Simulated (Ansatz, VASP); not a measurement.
## One calculation of NbIn2Se3, two programs

```
Nb In Se
1.0
     6.30017    0.00000    0.00000
    -3.15009    5.45611    0.00000
     0.00000    0.00000    4.26615
Nb In Se
1 2 3
Direct
  0.00000 0.00000 0.00000
  0.33333 0.66667 0.00000
  0.66667 0.33333 0.00000
  0.50000 0.00000 0.50000
  0.00000 0.50000 0.50000
  0.50000 0.50000 0.50000
```

Change from the starting cell: species swapped into the LaGe2Ir3 type (P6/mmm, No. 191).

Alike in both runs: task single point; functional PBE; k mesh 3 × 3 × 4; occupations gaussian, width 0.1 eV; no spin polarisation.

|  | VASP | Ansatz |
| --- | --- | --- |
| version | VASP 6.6.1 | Ansatz 0.2.0 |
| potentials or method | VASP PAW PBE potentials, release 64 (Nb_sv, In_d, Se), cutoff 500 eV | scalar-relativistic, plane waves, PAW |
| valence electrons in the cell | 57 | 87 |

```tsv
	VASP	Ansatz	Ansatz less VASP
gap on the k mesh at the Fermi level (eV)	none	none	-
pressure (GPa)	2.4	2.4	0.00
traceless stress, the component that is largest in VASP (GPa)	-0.75	-0.78	-0.034
```

A gap of «none» marks a metal or a gap that the smearing closes. VASP's potentials hold 57 valence electrons a cell and Ansatz's 87, so a difference there can come from the potentials and not from the codes.

The k mesh is coarse, so the values compare programs but aren't converged.
